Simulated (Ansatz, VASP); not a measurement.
# Mo3P4: VASP beside Ansatz

```
Mo P
1.0
     4.82416    0.00000    0.00000
     0.00000    4.82416    0.00000
     0.00000    0.00000    4.82416
Mo P
3 4
Direct
  0.00000 0.50000 0.50000
  0.50000 0.00000 0.50000
  0.50000 0.50000 0.00000
  0.50000 0.00000 0.00000
  0.00000 0.50000 0.00000
  0.00000 0.00000 0.50000
  0.00000 0.00000 0.00000
```

Alike in both runs: functional PBE; k mesh 8 × 8 × 8; occupations gaussian, width 0.1 eV; no spin polarisation.

Ansatz relaxed the structure, and its values are those at the end. VASP's run is a single point on that final structure, the one shown.

|  | VASP | Ansatz |
| --- | --- | --- |
| version | VASP 6.6.1 | Ansatz 0.2.0 |
| potentials or method | VASP PAW PBE potentials, release 64 (Mo_sv, P), cutoff 520 eV | scalar-relativistic, plane waves, PAW |
| valence electrons in the cell | 62 | 62 |

```tsv
	VASP	Ansatz	Ansatz less VASP
gap on the k mesh at the Fermi level (eV)	none	none	-
pressure (GPa)	0.0	0.0	+0.04
```

A gap of «none» marks a metal or a gap that the smearing closes.
